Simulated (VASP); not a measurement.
Tl:

```
CELL_PARAMETERS angstrom
0.00000 2.38064 2.38064
2.38064 0.00000 2.38064
2.38064 2.38064 0.00000
ATOMIC_POSITIONS crystal
Tl 0.00000 0.00000 0.00000
```

This isn't the form of Tl at room conditions, which is hcp.

| Property | Result |
| --- | --- |
| Program | VASP 6.6.1 |
| Task | relaxation of cell and atoms |
| Functional | r2SCAN |
| Potentials or basis | VASP PAW PBE potentials, release 64 (Tl_d) |
| Cutoff | 600 eV |
| k mesh | 16 × 16 × 16 |
| Occupations | gaussian, width 0.1 eV |
| Spin | no spin polarisation |

At the start: pressure 4.2 GPa; volume 26.98 Å³/atom.

Problem. Where does the relaxation end?

Solution. Over 4 steps the energy falls by 32.7 meV/atom and the volume is 29.74 Å³/atom (+10.2 %); space group Fm-3m (No. 225, to 0.1 Å) before and after.

The path:
| step | energy change (eV) | largest force (eV/Å) | pressure (GPa) | volume (Å³) |
| --- | --- | --- | --- | --- |
| 1 | 0.0000 | 0.0000 | 4.20 | 26.98 |
| 2 | -0.0327 | 0.0000 | -0.19 | 29.84 |
| 3 | -0.0327 | 0.0000 | 0.08 | 29.68 |
| 4 | -0.0327 | 0.0000 | 0.02 | 29.74 |

Final structure:
```
Tl
1.0
     0.00000    2.45899    2.45899
     2.45899    0.00000    2.45899
     2.45899    2.45899    0.00000
Tl
1
Direct
  0.00000 0.00000 0.00000
```

Caveat: the PAW data sets were made with another functional, which shifts forces and pressure a little.
